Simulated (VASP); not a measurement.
Here is a VASP 6.6.1 calculation.

File POSCAR:

```
TiO2
1.0
    4.4129793542      0.0000000000      0.0000000000
    0.0000000000      4.4129793542      0.0000000000
    0.0000000000      0.0000000000      3.0440756372
Ti O
2 4
Direct
    0.0000000000      0.0000000000      0.0000000000
    0.5000000000      0.5000000000      0.5000000000
    0.3042568738      0.3042568738      0.0000000000
    0.1957431262      0.8042568738      0.5000000000
    0.8042568738      0.1957431262      0.5000000000
    0.6957431262      0.6957431262      0.0000000000
```

Contents of INCAR.step1:

```
SYSTEM = TiO2
PREC     = Accurate       ! precision mode
ENCUT    = 520            ! plane-wave cutoff, eV
ISMEAR   = 0              ! smearing method
SIGMA    = 0.01           ! smearing width, eV
LREAL    = .False.        ! projectors in reciprocal space
LASPH    = .True.         ! aspherical terms in the spheres
NELM     = 100            ! most SCF steps
NBANDS   = 33             ! bands
GGA      = PE             ! functional
ALGO     = Normal         ! electronic algorithm
EDIFF    = 1E-4           ! SCF threshold, eV
LWAVE    = .True.         ! write WAVECAR
LCHARG   = .False.        ! write CHGCAR
```

Contents of INCAR.step2:

```
SYSTEM = TiO2
PREC     = Accurate       ! precision mode
ENCUT    = 520            ! plane-wave cutoff, eV
EDIFF    = 1E-7           ! SCF threshold, eV
ISMEAR   = 0              ! smearing method
SIGMA    = 0.01           ! smearing width, eV
LREAL    = .False.        ! projectors in reciprocal space
LASPH    = .True.         ! aspherical terms in the spheres
NELM     = 100            ! most SCF steps
ALGO     = Normal         ! electronic algorithm
ISIF     = 2              ! what is computed and relaxed
LWAVE    = .False.        ! write WAVECAR
LCHARG   = .False.        ! write CHGCAR
METAGGA  = R2SCAN         ! meta-GGA
LMIXTAU  = .True.       
NBANDS   = 33             ! bands
ISTART   = 1
```

The input KPOINTS:

```
Automatic mesh
0
Gamma
  6 6 8
  0 0 0
```

Potentials or basis: VASP PAW PBE potentials, release 64 (Ti_sv, O).

Launch:

```console
$ cat potpaw_PBE.64/Ti_sv/POTCAR potpaw_PBE.64/O/POTCAR > POTCAR
$ cp INCAR.step1 INCAR
$ mpirun -np 1 vasp_std > vasp.out
$ cp INCAR.step2 INCAR
$ mpirun -np 1 vasp_std > vasp.out
```

Problem. What does it give for the pressure?

Solution. 13.0 GPa.

Problem. Predict the band gap on the k mesh.

Solution. 2.32 eV, direct.

Stress tensor (GPa, compression positive):
```
18.71  0.00  0.00
 0.00 18.71  0.00
 0.00  0.00  1.71
```

Caveat: the cell differs from its parent crystal (epitaxial xy strain -4.0%); the PAW data sets were made with another functional, which shifts forces and pressure a little. A k mesh can miss the band edges.
